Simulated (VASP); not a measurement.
Set up this calculation in VASP 6.6.1, as the native input.

```
Task                   : single point
Functional             : PBE
Potentials or basis    : VASP PAW PBE potentials, release 64 (Zr_sv, Si, W_sv)
Cutoff                 : 520 eV
k mesh                 : 6 × 6 × 4
Occupations            : gaussian, width 0.1 eV
Spin                   : no spin polarisation
Dipole correction      : no
Further INCAR settings : ALGO = Normal; EDIFF = 1e-06; NBANDS = 35
```

The structure of Zr3SiW lies in POSCAR:

```
Zr3SiW
1.0
    3.6700578400      0.0000000000      0.0000000000
    0.0000000000      3.6700578400      0.0000000000
    0.0000000000      0.0000000000      6.4116199200
Zr Si W
3 1 1
Direct
    0.5000000000      0.5000000000      0.0000000000
    0.0000000000      0.0000000000      0.7016788500
    0.0000000000      0.0000000000      0.2983211500
    0.5000000000      0.5000000000      0.5000000000
    0.0000000000      0.0000000000      0.0000000000
```

These files were run (other wordings do the same):

INCAR

```
SYSTEM = Zr3SiW
  ALGO = Normal
  EDIFF = 1E-6
  ENCUT = 520
  GGA = PE
  ISIF = 2
  ISMEAR = 0
  LASPH = .True.
  LCHARG = .False.
  LREAL = .False.
  LWAVE = .False.
  NBANDS = 35
  NELM = 100
  PREC = Accurate
  SIGMA = 0.1
```

KPOINTS

```
k-points
0
Gamma
  6 6 4
  0 0 0
```

Potentials or basis: VASP PAW PBE potentials, release 64 (Zr_sv, Si, W_sv).

Run with:

```sh
$ cat potpaw_PBE.64/Zr_sv/POTCAR potpaw_PBE.64/Si/POTCAR potpaw_PBE.64/W_sv/POTCAR > POTCAR
$ mpirun -np 1 vasp_std > vasp.out
```

It gave:

- Pressure: 68.9 GPa
- Largest force: 19.724 eV/Å
- Band gap on the k mesh: zero (band 27 reaches 11.96 eV, above the bottom of band 28 at 10.22 eV)

Caveat: spin-orbit coupling is left out, which moves the levels of the heavy elements; forces of over 1 eV/Å act on the atoms, so gaps and moduli don't describe the material at rest.

It took 70 s on 1 thread of Intel(R) Xeon(R) Platinum 8259CL CPU @ 2.50GHz (Skylake/Cascade Lake), with other jobs on the host, peak memory 0.24 GiB.
